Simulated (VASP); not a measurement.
# CsPbCl3 (Pm-3m) in VASP: single point with PBE

Aim: the single point of CsPbCl3 with PBE.

All numbers are computed with VASP 6.6.1; they aren't measurements. Logs are shortened: lines on timing, memory, paths and dates and some standing lists are left out, and cuts for length are marked.

## Step 1: The cell of the first run

It takes space group Pm-3m (No. 221, cubic). Conventional cell: a = 5.697 Å, b = 5.697 Å, c = 5.697 Å, α = 90.00°, β = 90.00°, γ = 90.00°. Cs (site symmetry m-3m) has 12 Cl at 4.03 Å and 8 Pb at 4.93 Å within 5.3 Å. Within 3.8 Å of Pb (site symmetry m-3m) lie 6 Cl at 2.85 Å. Cl (site symmetry 4/mmm) has 2 Pb at 2.85 Å within 3.8 Å.

## Step 2: Single point, PBE, non-collinear spin, zero start, spin-orbit coupling (36.98 Å³/atom)

Contents of INCAR:

```
PREC     = Accurate       # precision mode
ENCUT    = 520            # plane-wave cutoff, eV
EDIFF    = 1E-7           # SCF threshold, eV
ISMEAR   = 0              # smearing method
SIGMA    = 0.05           # smearing width, eV
LREAL    = F              # projectors in reciprocal space
LASPH    = T              # aspherical terms in the spheres
NELM     = 150            # most SCF steps
ALGO     = Normal         # electronic algorithm
ISIF     = 2              # what is computed and relaxed
LWAVE    = F              # write WAVECAR
LCHARG   = T              # write CHGCAR
MAGMOM   = 0 0 0 0 0 0 0 0 0 0 0 0 0 0 0 # initial moments
LORBIT   = 11             # projections on sites
LSORBIT  = T              # spin-orbit coupling
GGA_COMPAT= F            
LORBMOM  = T            
GGA      = PE             # functional
LVHAR    = T            
NBANDS   = 59             # bands
```

Contents of KPOINTS:

```
regular mesh
0
Gamma
  4 4 4
```

Contents of POSCAR:

```
CsPbCl3
1.0
    5.6969035197      0.0000000000      0.0000000000
    0.0000000000      5.6969035197      0.0000000000
    0.0000000000      0.0000000000      5.6969035197
Cs Pb Cl
1 1 3
Direct
    0.0000000000      0.0000000000      0.0000000000
    0.5000000000      0.5000000000      0.5000000000
    0.0000000000      0.5000000000      0.5000000000
    0.5000000000      0.5000000000      0.0000000000
    0.5000000000      0.0000000000      0.5000000000
```

Potentials or basis: VASP PAW PBE potentials, release 64 (Cs_sv, Pb_d, Cl).

Launch:

```console
> cat potpaw_PBE.64/Cs_sv/POTCAR potpaw_PBE.64/Pb_d/POTCAR potpaw_PBE.64/Cl/POTCAR > POTCAR
> mpirun -np 1 vasp_ncl > vasp.out
```

OUTCAR:

```text
PREC = Accurate
   ENCUT = 520
   EDIFF = 1E-7
   ISMEAR = 0
   LREAL = F
   LASPH = T
   NELM = 150
   ISIF = 2
   LORBIT = 11
   LSORBIT = T
   GGA = PE

 ion  position               nearest neighbor table
   1  0.000  0.000  0.000-
   2  0.500  0.500  0.500-   3 2.85   4 2.85   5 2.85   4 2.85   5 2.85   3 2.85
   3  0.000  0.500  0.500-   2 2.85   2 2.85
   4  0.500  0.500  0.000-   2 2.85   2 2.85
   5  0.500  0.000  0.500-   2 2.85   2 2.85

  LATTYP: Found a simple cubic cell.
 ALAT       =     5.6969035197

  Lattice vectors:

 A1 = (   5.6969035197,   0.0000000000,   0.0000000000)
 A2 = (   0.0000000000,   5.6969035197,   0.0000000000)
 A3 = (   0.0000000000,   0.0000000000,   5.6969035197)

Analysis of symmetry for initial positions (statically):
=====================================================================
 Subroutine PRICEL returns:
 Original cell was already a primitive cell.

 Routine SETGRP: Setting up the symmetry group for a
 simple cubic supercell.

 Subroutine GETGRP returns: Found 48 space group operations
 (whereof 48 operations were pure point group operations)
 out of a pool of 48 trial point group operations.

The static configuration has the point symmetry O_h .

Analysis of symmetry for dynamics (positions and initial velocities):
=====================================================================
 Subroutine PRICEL returns:
 Original cell was already a primitive cell.

 Routine SETGRP: Setting up the symmetry group for a
 simple cubic supercell.

 Subroutine GETGRP returns: Found 48 space group operations
 (whereof 48 operations were pure point group operations)
 out of a pool of 48 trial point group operations.

The dynamic configuration has the point symmetry O_h .

Analysis of structural, dynamic, and magnetic symmetry:
=====================================================================
 Subroutine PRICEL returns:
 Original cell was already a primitive cell.

 Routine SETGRP: Setting up the symmetry group for a
 simple cubic supercell.

 Subroutine GETGRP returns: Found 48 space group operations
 (whereof 48 operations were pure point group operations)
 out of a pool of 48 trial point group operations.

The overall configuration has the point symmetry O_h .

 Subroutine INISYM returns: Found 48 space group operations
 (whereof 48 operations are pure point group operations),
 and found     1 'primitive' translations

----------------------------------------------------------------------------------------

                                     Primitive cell

  volume of cell :     184.8913

  direct lattice vectors                    reciprocal lattice vectors
     5.696903520  0.000000000  0.000000000     0.175533954  0.000000000  0.000000000
     0.000000000  5.696903520  0.000000000     0.000000000  0.175533954  0.000000000
     0.000000000  0.000000000  5.696903520     0.000000000  0.000000000  0.175533954

  length of vectors
     5.696903520  5.696903520  5.696903520     0.175533954  0.175533954  0.175533954

  position of ions in fractional coordinates (direct lattice)
     0.000000000  0.000000000  0.000000000
     0.500000000  0.500000000  0.500000000
     0.000000000  0.500000000  0.500000000
     0.500000000  0.500000000  0.000000000
     0.500000000  0.000000000  0.500000000

  ion indices of the primitive-cell ions
   primitive index   ion index
                 1           1
                 2           2
                 3           3
                 4           4
                 5           5

----------------------------------------------------------------------------------------

 KPOINTS: regular mesh

Automatic generation of k-mesh.
[... 100 lines left out ...]
  free energy    TOTEN  =       -18.03965193 eV

  energy without entropy =      -18.03965193  energy(sigma->0) =      -18.03965193

 E-fermi :   1.4321     XC(G=0):  -7.6130

 val. band max:        1.2084267902   @ k =   0.5000   0.5000   0.5000
 cond. band min:       2.2661370048   @ k =   0.5000   0.5000   0.5000
 fundamental gap:      1.0577102146
 Fermi energy:         1.4321431359

 k-point     1 :       0.0000    0.0000    0.0000
  band No.  band energies     occupation
      1     -19.9388      1.00000
      2     -19.9388      1.00000
      3     -16.7351      1.00000
      4     -16.7351      1.00000
      5     -16.7351      1.00000
      6     -16.7351      1.00000
[... 579 lines left out ...]
     55       7.0850      0.00000
     56       7.0850      0.00000
 [bands above 56 left out]

------------------------ aborting loop because EDIFF is reached ----------------------------------------

  FORCE on cell =-STRESS in cart. coord.  units (eV):
  Direction    XX          YY          ZZ          XY          YZ          ZX
  --------------------------------------------------------------------------------------
  -------------------------------------------------------------------------------------
  Total        0.4908614      0.4908614      0.4908614      0.0000000     -0.0000000      0.0000000
  in kB        4.2535634      4.2535634      4.2535634      0.0000000     -0.0000000      0.0000000
  external PRESSURE =       4.2535634 kB  Pullay stress =       0.0000000 kB

 VOLUME and BASIS-vectors are now :
 -----------------------------------------------------------------------------
  energy-cutoff  :      520.00
  volume of cell :      184.89
      direct lattice vectors                 reciprocal lattice vectors
     5.696903520  0.000000000  0.000000000     0.175533954  0.000000000  0.000000000
     0.000000000  5.696903520  0.000000000     0.000000000  0.175533954  0.000000000
     0.000000000  0.000000000  5.696903520     0.000000000  0.000000000  0.175533954

 POSITION                                       TOTAL-FORCE (eV/Angst)
 -----------------------------------------------------------------------------------
      0.00000      0.00000      0.00000         0.000000      0.000000      0.000000
      2.84845      2.84845      2.84845         0.000000      0.000000      0.000000
      0.00000      2.84845      2.84845         0.000000      0.000000      0.000000
      2.84845      2.84845      0.00000         0.000000      0.000000      0.000000
      2.84845      0.00000      2.84845         0.000000      0.000000      0.000000
 -----------------------------------------------------------------------------------
    total drift:                                0.000000     -0.000000     -0.000000

  FREE ENERGIE OF THE ION-ELECTRON SYSTEM (eV)
  ---------------------------------------------------
  free  energy   TOTEN  =       -18.0396519267 eV

  energy  without entropy=      -18.0396519267  energy(sigma->0) =      -18.03965193

 orbital moment (x)

 # of ion     p       d       tot
 ----------------------------------------
  1         0.000  -0.000  -0.000
  2         0.000  -0.000  -0.000
  3         0.000   0.000   0.000
  4         0.000   0.000   0.000
  5         0.000   0.000   0.000
 ----------------------------------------
            0.000  -0.000  -0.000

 orbital moment (y)

 # of ion     p       d       tot
 ----------------------------------------
  1         0.000   0.000   0.000
  2         0.000   0.000   0.000
  3        -0.000   0.000  -0.000
  4         0.000   0.000   0.000
  5         0.000   0.000   0.000
 ----------------------------------------
            0.000   0.000   0.000

 orbital moment (z)

 # of ion     p       d       tot
 ----------------------------------------
  1         0.000   0.000   0.000
  2         0.000   0.000   0.000
  3         0.000   0.000   0.000
  4         0.000   0.000   0.000
  5         0.000   0.000   0.000
 ----------------------------------------
            0.000   0.000   0.000

 Spin-Orbit-Coupling matrix elements

 Ion:    1  E_soc:     -0.3225375
 l=   1
     0.0000000    -0.0537485    -0.0537485
    -0.0537485     0.0000000    -0.0537485
    -0.0537485    -0.0537485     0.0000000
 l=   2
     0.0000000    -0.0000015     0.0000000    -0.0000015    -0.0000063
    -0.0000015     0.0000000    -0.0000047    -0.0000015    -0.0000016
     0.0000000    -0.0000047     0.0000000    -0.0000047     0.0000000
    -0.0000015    -0.0000015    -0.0000047     0.0000000    -0.0000016
    -0.0000063    -0.0000016     0.0000000    -0.0000016     0.0000000
 l=   3
     0.0000000     0.0000000     0.0000000     0.0000000     0.0000000     0.0000000     0.0000000
     0.0000000     0.0000000     0.0000000     0.0000000     0.0000000     0.0000000     0.0000000
     0.0000000     0.0000000     0.0000000     0.0000000     0.0000000     0.0000000     0.0000000
     0.0000000     0.0000000     0.0000000     0.0000000     0.0000000     0.0000000     0.0000000
[... 69 lines left out ...]
 l=   2
     0.0000000     0.0000000     0.0000000     0.0000000     0.0000000
     0.0000000     0.0000000     0.0000000     0.0000000     0.0000000
     0.0000000     0.0000000     0.0000000     0.0000000     0.0000000
     0.0000000     0.0000000     0.0000000     0.0000000     0.0000000
     0.0000000     0.0000000     0.0000000     0.0000000     0.0000000
 l=   3
     0.0000000     0.0000000     0.0000000     0.0000000     0.0000000     0.0000000     0.0000000
     0.0000000     0.0000000     0.0000000     0.0000000     0.0000000     0.0000000     0.0000000
     0.0000000     0.0000000     0.0000000     0.0000000     0.0000000     0.0000000     0.0000000
     0.0000000     0.0000000     0.0000000     0.0000000     0.0000000     0.0000000     0.0000000
     0.0000000     0.0000000     0.0000000     0.0000000     0.0000000     0.0000000     0.0000000
     0.0000000     0.0000000     0.0000000     0.0000000     0.0000000     0.0000000     0.0000000
     0.0000000     0.0000000     0.0000000     0.0000000     0.0000000     0.0000000     0.0000000

 total charge

# of ion       s       p       d       tot
------------------------------------------
    1        1.830   4.712   0.010   6.552
    2        1.515   0.425   9.858  11.799
    3        1.599   3.524   0.000   5.123
    4        1.599   3.524   0.000   5.123
    5        1.599   3.524   0.000   5.123
--------------------------------------------------
tot          8.143  15.709   9.868  33.720

 magnetization (x)

# of ion       s       p       d       tot
------------------------------------------
    1        0.000   0.000   0.000   0.000
    2        0.000   0.000  -0.000  -0.000
    3        0.000   0.000   0.000   0.000
    4       -0.000  -0.000   0.000  -0.000
    5        0.000   0.000   0.000   0.000
--------------------------------------------------
tot          0.000  -0.000   0.000  -0.000

 magnetization (y)

# of ion       s       p       d       tot
------------------------------------------
    1        0.000  -0.000   0.000   0.000
    2        0.000   0.000   0.000   0.000
    3        0.000   0.000   0.000   0.000
    4       -0.000   0.000   0.000  -0.000
    5        0.000   0.000   0.000   0.000
--------------------------------------------------
tot          0.000   0.000   0.000   0.000

 magnetization (z)

# of ion       s       p       d       tot
------------------------------------------
    1        0.000   0.000   0.000   0.000
    2        0.000   0.000  -0.000   0.000
    3        0.000   0.000   0.000   0.000
    4       -0.000   0.000   0.000  -0.000
    5       -0.000   0.000   0.000  -0.000
--------------------------------------------------
tot          0.000   0.000   0.000   0.000
```

Run time: 4.3 min. Hardware: 1 thread of Intel Xeon Platinum 8259CL at 2.50GHz (Skylake/Cascade Lake), shared host; peak memory 0.64 GiB.

Results:

* Free energy: -18.0397 eV
* Pressure: 0.4 GPa
* Net moment: 0.00 μB per cell
* Valence electrons inside the program's atomic spheres: Cs 6.55; Pb 11.80; Cl 5.12

Moments on the atoms (μB; x, y, z):
```
Cs  0.00 0.00 0.00
Pb  0.00 0.00 0.00
Cl  0.00 0.00 0.00
Cl  0.00 0.00 0.00
Cl  0.00 0.00 0.00
```
